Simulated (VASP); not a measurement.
# Cu (Cmcm) in VASP: a series of runs

Runs on Cu. Level: PBE. Tasks: single point.

Program: VASP 6.6.1. These are calculated values, not measurements. Logs are shortened: lines on timing, memory, paths and dates and some standing lists are left out, and cuts for length are marked.

**1. The cell of the first run**

The structure is orthorhombic, space group Cmcm (No. 63). Conventional cell: a = 2.527 Å, b = 8.223 Å, c = 2.514 Å, α = 90.00°, β = 90.00°, γ = 90.00°. Within 3.3 Å of Cu (site symmetry m2m) lie 10 Cu at 2.51 to 2.61 Å.

**2. Single point, PBE**

File INCAR:

```
SYSTEM = Cu
ALGO = Fast
EDIFF = 1E-6
ENCUT = 520
GGA = PE
ISIF = 2
ISMEAR = 0
LASPH = .TRUE.
LCHARG = .FALSE.
LREAL = .FALSE.
LWAVE = .FALSE.
NBANDS = 18
NELM = 60
PREC = Accurate
SIGMA = 0.15
```

File KPOINTS:

```
k-points
0
G
  18 18 18
  0 0 0
```

File POSCAR:

```
Cu
1.0
    1.2634141204     -4.1115037498      0.0000000000
    1.2634141204      4.1115037498      0.0000000000
    0.0000000000      0.0000000000      2.5142119659
Cu
2
Direct
    0.1340351705      0.8659648295      0.2500000000
    0.8659648295      0.1340351705      0.7500000000
```

Potentials or basis: VASP PAW PBE potentials, release 64 (Cu).

The run is started by

```console
$ cat potpaw_PBE.64/Cu/POTCAR > POTCAR
$ mpirun -np 1 vasp_std > vasp.out
```

OUTCAR:

```text
SYSTEM = Cu
   EDIFF = 1E-6
   ENCUT = 520
   GGA = PE
   ISIF = 2
   ISMEAR = 0
   LASPH = .TRUE.
   LREAL = .FALSE.
   NELM = 60
   PREC = Accurate

 ion  position               nearest neighbor table
   1  0.134  0.866  0.250-   2 2.54   2 2.54   2 2.61   2 2.61   2 2.61   2 2.61
   2  0.866  0.134  0.750-   1 2.54   1 2.54   1 2.61   1 2.61   1 2.61   1 2.61

  LATTYP: Found a base centered orthorhombic cell.
 ALAT       =     2.5268282408
 B/A-ratio  =     3.2542803531
 C/A-ratio  =     0.9950070706

  Lattice vectors:

 A1 = (   1.2634141204,  -4.1115037498,   0.0000000000)
 A2 = (   1.2634141204,   4.1115037498,   0.0000000000)
 A3 = (   0.0000000000,   0.0000000000,   2.5142119659)

Analysis of symmetry for initial positions (statically):
=====================================================================
 Subroutine PRICEL returns:
 Original cell was already a primitive cell.

 Routine SETGRP: Setting up the symmetry group for a
 base centered orthorhombic supercell.

 Subroutine GETGRP returns: Found  8 space group operations
 (whereof  4 operations were pure point group operations)
 out of a pool of  8 trial point group operations.

The static configuration has the point symmetry C_2h.
 The point group associated with its full space group is D_2h.

Analysis of symmetry for dynamics (positions and initial velocities):
=====================================================================
 Subroutine PRICEL returns:
 Original cell was already a primitive cell.

 Routine SETGRP: Setting up the symmetry group for a
 base centered orthorhombic supercell.

 Subroutine GETGRP returns: Found  8 space group operations
 (whereof  4 operations were pure point group operations)
 out of a pool of  8 trial point group operations.

The dynamic configuration has the point symmetry C_2h.
 The point group associated with its full space group is D_2h.

 Subroutine INISYM returns: Found  8 space group operations
 (whereof  4 operations are pure point group operations),
 and found     1 'primitive' translations

----------------------------------------------------------------------------------------

                                     Primitive cell

  volume of cell :      26.1203

  direct lattice vectors                    reciprocal lattice vectors
     1.263414120 -4.111503750  0.000000000     0.395753057 -0.121610007  0.000000000
     1.263414120  4.111503750  0.000000000     0.395753057  0.121610007  0.000000000
     0.000000000  0.000000000  2.514211966     0.000000000  0.000000000  0.397738939

  length of vectors
     4.301241486  4.301241486  2.514211966     0.414016275  0.414016275  0.397738939

  position of ions in fractional coordinates (direct lattice)
     0.134035170  0.865964830  0.250000000
     0.865964830  0.134035170  0.750000000

  ion indices of the primitive-cell ions
   primitive index   ion index
                 1           1
                 2           2

----------------------------------------------------------------------------------------

 KPOINTS: k-points

Automatic generation of k-mesh.
 Grid dimensions read from file:
 generate k-points for:   18   18   18

 Generating k-lattice:

  Cartesian coordinates                     Fractional coordinates (reciprocal lattice)
     0.021986281 -0.006756112  0.000000000     0.055555556  0.000000000  0.000000000
     0.021986281  0.006756112  0.000000000     0.000000000  0.055555556  0.000000000
     0.000000000  0.000000000  0.022096608     0.000000000  0.000000000  0.055555556

  Length of vectors
     0.023000904  0.023000904  0.022096608

  Shift w.r.t. Gamma in fractional coordinates (k-lattice)
     0.000000000  0.000000000  0.000000000

 Subroutine IBZKPT returns following result:
 ===========================================

 Found    910 irreducible k-points:

 Following reciprocal coordinates:
            Coordinates               Weight
  0.000000  0.000000  0.000000      1.000000
  0.055556  0.000000  0.000000      4.000000
  0.111111  0.000000  0.000000      4.000000
  0.166667  0.000000  0.000000      4.000000
  0.222222 -0.000000  0.000000      4.000000
  0.277778 -0.000000  0.000000      4.000000
[... 16 lines left out ...]
 -0.277778  0.055556  0.000000      4.000000
 -0.222222  0.055556  0.000000      4.000000
 [... further k-points ...]
   k-points           NKPTS =    910   k-points in BZ     NKDIM =    910   number of bands    NBANDS=     18
   number of dos      NEDOS =    301   number of ions     NIONS =      2
   total plane-waves  NPLWV =  20480
   dimension x,y,z NGX =    32 NGY =   32 NGZ =   20
   dimension x,y,z NGXF=    64 NGYF=   64 NGZF=   40
   ions per type =               2
   NGX,Y,Z   is equivalent  to a cutoff of  12.37, 12.37, 13.22 a.u.
   NGXF,Y,Z  is equivalent  to a cutoff of  24.74, 24.74, 26.45 a.u.
 SYSTEM =  Cu
   PREC   = accura    normal or accurate (medium, high low for compatibility)
   ISTART =      0    job   : 0-new  1-cont  2-samecut
   ICHARG =      2    charge: 1-file 2-atom 10-const
   ISPIN  =      1    spin polarized calculation?
   LNONCOLLINEAR =      F non collinear calculations
   LSORBIT =      F    spin-orbit coupling
   LASPH  =      T    aspherical Exc in radial PAW
   ENCUT  =  520.0 eV  38.22 Ry    6.18 a.u.   8.00  8.00  4.67*2*pi/ulx,y,z
   NELM   =     60;   NELMIN=  2; NELMDL= -5     # of ELM steps
   EDIFF  = 0.1E-05   stopping-criterion for ELM
   LREAL  =      F    real-space projection
   EDIFFG = 0.1E-04   stopping-criterion for IOM
   NSW    =      0    number of steps for IOM
   IBRION =     -1    ionic relax: 0-MD 1-quasi-New 2-CG
   NFREE  =      0    steps in history (QN), initial steepest desc. (CG)
   ISIF   =      2    stress and relaxation
   ISYM   =      2    0-nonsym 1-usesym 2-fastsym
   POTIM  = 0.5000    time-step for ionic-motion
   TEBEG  =    0.0;   TEEND  =   0.0 temperature during run
   PSTRESS=    0.0 pullay stress
   NELECT =      22.0000    total number of electrons
   NUPDOWN=      -1.0000    fix difference up-down
   EMIN   =  10.00;   EMAX   =-10.00  energy-range for DOS
   EFERMI =   0.00;   METHOD = LEGACY
   ISMEAR =     0;   SIGMA  =   0.15  broadening in eV -4-tet -1-fermi 0-gaus
   EFERMI_NEDOS =   21; number of points for ismear=-14 and -15
   IALGO  =     68    algorithm
   IMIX   =      4    mixing-type and parameters
     AMIX     =   0.40;   BMIX     =  1.00
     AMIX_MAG =   1.60;   BMIX_MAG =  1.00
  volume/ion in A,a.u.               =      13.06        88.13
  Fermi-wavevector in a.u.,A,eV,Ry     =   1.546048  2.921607 32.521519  2.390264
  Thomas-Fermi vector in A             =   2.651340
   LORBIT       =      0    0 simple, 1 ext, 2 COOP (PROOUT), +10 PAW based schemes
   GGA     = PE    functional components
   LHFCALC =     F    Hartree Fock is set to
   AEXX    =    0.0000 exact exchange contribution
   IVDW    =     0    specifies the selected vdW correction
   LEPSILON=     F    determine dielectric tensor
   LRPA    =     F    only Hartree local field effects (RPA)
 non-spin polarized calculation
 RMM-DIIS sequential band-by-band and
 Gauss-broadening in eV      SIGMA  =   0.15
  energy-cutoff  :      520.00
  volume of cell :       26.12
 maximum number of plane-waves:       718
   NGX = 15   NGY = 15   NGZ =  9

 number of electron      21.9999991 magnetization

 Free energy of the ion-electron system (eV)
  ---------------------------------------------------
  ext. energy  EPLUGINS =         0.00000000
  ---------------------------------------------------
  free energy    TOTEN  =        -7.16584597 eV

  energy without entropy =       -7.15907838  energy(sigma->0) =       -7.16246217

 E-fermi :   6.3987     XC(G=0): -12.1153

 val. band max:        6.3960749338   @ k =  -0.3889   0.2778   0.2778
 cond. band min:       6.4071704118   @ k =   0.2222   0.2222   0.2778
 fundamental gap:      0.0110954780
 Fermi energy:         6.3986936793

 k-point     1 :       0.0000    0.0000    0.0000
  band No.  band energies     occupation
      1      -2.2249      2.00000
      2       1.8759      2.00000
      3       2.5893      2.00000
      4       3.0055      2.00000
      5       3.6851      2.00000
      6       3.7912      2.00000
[... 10 lines left out ...]
     17      25.3286      0.00000
     18      26.6481      0.00000

 k-point     2 :       0.0556    0.0000    0.0000
  band No.  band energies     occupation
      1      -2.1424      2.00000
      2       1.9055      2.00000
      3       2.6181      2.00000
      4       3.0308      2.00000
      5       3.6935      2.00000
      6       3.7902      2.00000
[... 10 lines left out ...]
     17      25.8005      0.00000
     18      28.1558      0.00000

 k-point     3 :       0.1111    0.0000    0.0000
  band No.  band energies     occupation
      1      -1.8972      2.00000
      2       1.9873      2.00000
      3       2.7018      2.00000
      4       3.1047      2.00000
      5       3.7174      2.00000
      6       3.7848      2.00000
[... 10 lines left out ...]
     17      26.1187      0.00000
     18      29.4134      0.00000

 k-point     4 :       0.1667    0.0000    0.0000
  band No.  band energies     occupation
      1      -1.4966      2.00000
      2       2.1024      2.00000
      3       2.8271      2.00000
      4       3.2098      2.00000
      5       3.6609      2.00000
      6       3.7533      2.00000
[... 375 lines left out ...]
      4       3.0672      2.00000
      5       3.5488      2.00000
      6       3.8689      2.00000
[... 10 lines left out ...]
     17      26.6531      0.00000
     18      27.2898      0.00000

 k-point    23 :      -0.2778    0.0556    0.0000
  band No.  band energies     occupation
      1      -0.8238      2.00000
      2       2.1927      2.00000
      3       2.9175      2.00000
      4       3.2037      2.00000
      5       3.4903      2.00000
      6       3.8291      2.00000
[... 10 lines left out ...]
     17      26.6418      0.00000
     18      29.4322      0.00000

 k-point    24 :      -0.2222    0.0556    0.0000
  band No.  band energies     occupation
      1      -1.3866      2.00000
      2       2.0789      2.00000
      3       2.7826      2.00000
      4       3.2473      2.00000
      5       3.5632      2.00000
      6       3.7838      2.00000
[... 10 lines left out ...]
     17      26.3905      0.00000
     18      29.1971      0.00000

 [... further k-points ...]

------------------------ aborting loop because EDIFF is reached ----------------------------------------

  FORCE on cell =-STRESS in cart. coord.  units (eV):
  Direction    XX          YY          ZZ          XY          YZ          ZX
  --------------------------------------------------------------------------------------
  -------------------------------------------------------------------------------------
  Total       -0.7953914     -0.7050066     -0.2699177      0.0000000     -0.0000000      0.0000000
  in kB      -48.7880203    -43.2439620    -16.5563130      0.0000000     -0.0000000      0.0000000
  external PRESSURE =     -36.1960985 kB  Pullay stress =       0.0000000 kB

 VOLUME and BASIS-vectors are now :
 -----------------------------------------------------------------------------
  energy-cutoff  :      520.00
  volume of cell :       26.12
      direct lattice vectors                 reciprocal lattice vectors
     1.263414120 -4.111503750  0.000000000     0.395753057 -0.121610007  0.000000000
     1.263414120  4.111503750  0.000000000     0.395753057  0.121610007  0.000000000
     0.000000000  0.000000000  2.514211966     0.000000000  0.000000000  0.397738939

 POSITION                                       TOTAL-FORCE (eV/Angst)
 -----------------------------------------------------------------------------------
      1.26341      3.00933      0.62855         0.000000     -0.043068      0.000000
      1.26341     -3.00933      1.88566         0.000000      0.043068     -0.000000
 -----------------------------------------------------------------------------------
    total drift:                               -0.000000     -0.000000      0.000000

  FREE ENERGIE OF THE ION-ELECTRON SYSTEM (eV)
  ---------------------------------------------------
  free  energy   TOTEN  =        -7.1658459664 eV

  energy  without entropy=       -7.1590783816  energy(sigma->0) =       -7.16246217
```

It took 3 min on 1 thread of Intel Xeon 6975P-C (Granite Rapids), shared host; peak memory 0.44 GiB.

Results:

| Quantity | Value |
| --- | --- |
| Free energy | -7.1658 eV |
| Pressure | -3.6 GPa |
| Largest force | 0.043 eV/Å |
| Band gap on the k mesh | zero (bands 11 and 12 overlap by 5.49 eV) |

Forces in eV/Å, atoms in the order of the input:
```
Cu   0.000 -0.043  0.000
Cu   0.000  0.043  0.000
```

Levels at points of the mesh, in eV from the Fermi level:
```
           k point  band 8  band 9  band 10  band 11  band 12  band 13  band 14  band 15
(0.00, 0.00, 0.00)   -1.92   -1.73    -1.61    -1.40     0.05     4.24    14.65    17.00
(0.50, 0.00, 0.00)   -2.32   -1.96    -1.58    -0.50     1.01     2.31     6.21    12.00
(0.50, 0.50, 0.00)   -2.11   -2.10    -1.81    -1.54    -1.48    12.70    14.29    14.42
(0.00, 0.00, 0.50)   -2.56   -1.66    -1.66     0.05     0.05     7.82     7.82     8.89
(0.50, 0.00, 0.50)   -1.72   -1.24    -1.24     3.63     3.63     7.10     7.10     9.14
(0.50, 0.50, 0.50)   -1.89   -1.46    -1.46    -0.62    -0.62     3.46     3.46    16.97
```

Caveat: the cell stands under tension.

**3. Single point, PBE**

This run uses another cell than the first one, of 13.58 Å³/atom.

File INCAR:

```
SYSTEM = Cu
ALGO = Fast
EDIFF = 1E-7
ENCUT = 520
GGA = PE
ISIF = 2
ISMEAR = 0
LASPH = .TRUE.
LCHARG = .TRUE.
LELF = .TRUE.
LREAL = .FALSE.
LVHAR = .TRUE.
LWAVE = .FALSE.
NBANDS = 18
NELM = 60
PREC = Accurate
SIGMA = 0.15
```

KPOINTS is that of step 2.

File POSCAR:

```
Cu
1.0
    1.2881869463     -4.1921214704      0.0000000000
    1.2881869463      4.1921214704      0.0000000000
    0.0000000000      0.0000000000      2.5142119659
Cu
2
Direct
    0.1340351705      0.8659648295      0.2500000000
    0.8659648295      0.1340351705      0.7500000000
```

Potentials or basis: VASP PAW PBE potentials, release 64 (Cu).

The run is started by

```console
$ cat potpaw_PBE.64/Cu/POTCAR > POTCAR
$ mpirun -np 1 vasp_std > vasp.out
```

It took 4.8 min on 1 thread of Intel Xeon 6975P-C (Granite Rapids), shared host; peak memory 0.46 GiB.

It converged, with:

* Free energy: -7.1208 eV
* Pressure: -7.2 GPa
* Largest force: 0.083 eV/Å
* Band gap on the k mesh: zero (bands 11 and 12 overlap by 5.42 eV)

Forces on the atoms (eV/Å):
```
Cu   0.000 -0.083  0.000
Cu   0.000  0.083  0.000
```

Stress tensor (GPa, compression positive):
```
-9.27  0.00  0.00
 0.00 -8.50  0.00
 0.00  0.00 -3.83
```

Levels at points of the mesh, in eV from the Fermi level:
| k point | band 7 | band 8 | band 9 | band 10 | band 11 | band 12 | band 13 | band 14 | band 15 | band 16 |
| --- | --- | --- | --- | --- | --- | --- | --- | --- | --- | --- |
| (0.00, 0.00, 0.00) | -2.16 | -1.89 | -1.69 | -1.58 | -1.38 | 0.03 | 3.91 | 14.92 | 16.23 | 17.12 |
| (0.50, 0.00, 0.00) | -2.29 | -2.26 | -1.88 | -1.54 | -0.54 | 0.84 | 2.16 | 5.82 | 11.46 | 13.98 |
| (0.50, 0.50, 0.00) | -2.30 | -2.02 | -2.00 | -1.75 | -1.51 | -1.47 | 12.13 | 13.68 | 13.78 | 17.39 |
| (0.00, 0.00, 0.50) | -2.51 | -2.51 | -1.65 | -1.65 | 0.14 | 0.14 | 7.67 | 7.67 | 8.66 | 8.66 |
| (0.50, 0.00, 0.50) | -1.69 | -1.69 | -1.22 | -1.22 | 3.61 | 3.61 | 6.96 | 6.96 | 8.92 | 8.92 |
| (0.50, 0.50, 0.50) | -1.85 | -1.85 | -1.42 | -1.42 | -0.44 | -0.44 | 3.44 | 3.44 | 16.46 | 16.46 |

Caveat: the stress differs along the axes, from -9 to -4 GPa.
